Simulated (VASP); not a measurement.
TiSe, 2 atoms in the cell. It takes space group Pm-3m (No. 221, cubic). Conventional cell: a = 3.403 Å, b = 3.403 Å, c = 3.403 Å, α = 90.00°, β = 90.00°, γ = 90.00°. Within 3.9 Å of Ti (site symmetry m-3m) lie 8 Se at 2.95 Å and 6 Ti at 3.40 Å. Within 3.9 Å of Se (site symmetry m-3m) lie 8 Ti at 2.95 Å and 6 Se at 3.40 Å. 

```yaml
Program: VASP 6.6.1
Task: single point
Functional: PBE-based screened hybrid with 10 % exact exchange
Potentials_or_basis: VASP PAW PBE potentials, release 64 (Ti_sv, Se)
Cutoff: 520 eV
k_mesh: 4 × 4 × 4
Occupations: fermi-dirac, width 0.05 eV
Spin: no spin polarisation
Dipole_correction: no
Grid_for_exact_exchange_PRECFOCK: Normal
Share_of_exact_exchange: 0.1
Further_INCAR_settings: ALGO = Normal; EDIFF = 1e-06; NBANDS = 16
Screening_parameter: 0.2 1/Å
```

Potentials or basis: VASP PAW PBE potentials, release 64 (Ti_sv, Se).

The run is started by

```console
$ cat potpaw_PBE.64/Ti_sv/POTCAR potpaw_PBE.64/Se/POTCAR > POTCAR
$ cp INCAR.step1 INCAR
$ mpirun -np 1 vasp_std > vasp.out
$ cp INCAR.step2 INCAR
$ mpirun -np 1 vasp_std > vasp.out
```

Hardware: 1 thread of Intel(R) Xeon(R) Platinum 8375C CPU @ 2.90GHz (Ice Lake) (shared host).

Task: How long does it take, and how much memory?

Result: Run time: 4.9 min on 1 thread of Intel(R) Xeon(R) Platinum 8375C CPU @ 2.90GHz (Ice Lake) (shared host), peak memory 0.27 GiB. Counts: k points 10.
